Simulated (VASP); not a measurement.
**Al: relaxation of volume and atoms at fixed shape with PBEsol**

Crystal: Al.

```xyz
1
Lattice="0.0000 2.0248 2.0248 2.0248 0.0000 2.0248 2.0248 2.0248 0.0000" Properties=species:S:1:pos:R:3 pbc="T T T"
Al    0.0000    0.0000    0.0000
```

```yaml
Program: VASP 6.6.1
Task: relaxation of volume and atoms at fixed shape
Functional: PBEsol
Potentials_or_basis: VASP PAW PBE potentials, release 64 (Al)
Cutoff: 600 eV
k_mesh: 10 × 10 × 10
Occupations: methfessel-paxton, width 0.05 eV
Spin: no spin polarisation
Dipole_correction: no
Further_INCAR_settings: ALGO = Normal; EDIFF = 1e-06; IBRION = 2; EDIFFG = -0.03; NSW = 60; ISIF = 8
```

| Quantity | Value |
| --- | --- |
| Relaxed volume | 16.05 Å³/atom |
| Relaxed cell | a = 2.832 Å, b = 2.832 Å, c = 2.832 Å, α = 60.00°, β = 60.00°, γ = 60.00° |
| Space group after relaxing (to 0.1 Å) | Fm-3m (No. 225) |
| Energy gained by relaxing | 3.5 meV/atom |
| Ionic steps | 2 |
| Pressure after relaxing | 0.2 GPa |
| Band gap on the k mesh | zero (an odd number of electrons rules out a gap without spin polarisation) |

The path:
| step | energy change (eV) | largest force (eV/Å) | pressure (GPa) | volume (Å³) |
| --- | --- | --- | --- | --- |
| 1 | 0.0000 | 0.0000 | -2.23 | 16.60 |
| 2 | -0.0035 | 0.0000 | 0.18 | 16.05 |

Final structure:
```cif
data_structure
_symmetry_space_group_name_H-M 'P 1'
_symmetry_Int_Tables_number 1
_cell_length_a 2.8315
_cell_length_b 2.8315
_cell_length_c 2.8315
_cell_angle_alpha 60.000
_cell_angle_beta 60.000
_cell_angle_gamma 60.000
_cell_volume 16.05
loop_
_atom_site_label
_atom_site_type_symbol
_atom_site_fract_x
_atom_site_fract_y
_atom_site_fract_z
_atom_site_occupancy
Al1 Al 0.00000 0.00000 0.00000 1
```

Levels at points of the mesh, in eV from the Fermi level:
```csv
k point,band 1,band 2,band 3,band 4,band 5
"(0.00, 0.00, 0.00)",-11.43,12.64,12.64,12.64,14.34
"(0.50, 0.00, 0.00)",-4.81,-4.52,11.46,11.52,11.58
"(0.50, 0.50, 0.00)",-3.09,-1.72,5.15,5.61,5.61
```

It took 15 s on 1 thread of AMD EPYC 7571, on a shared host, peak memory 0.1 GiB.

Caveat: the PAW data sets were made with another functional, which shifts forces and pressure a little.
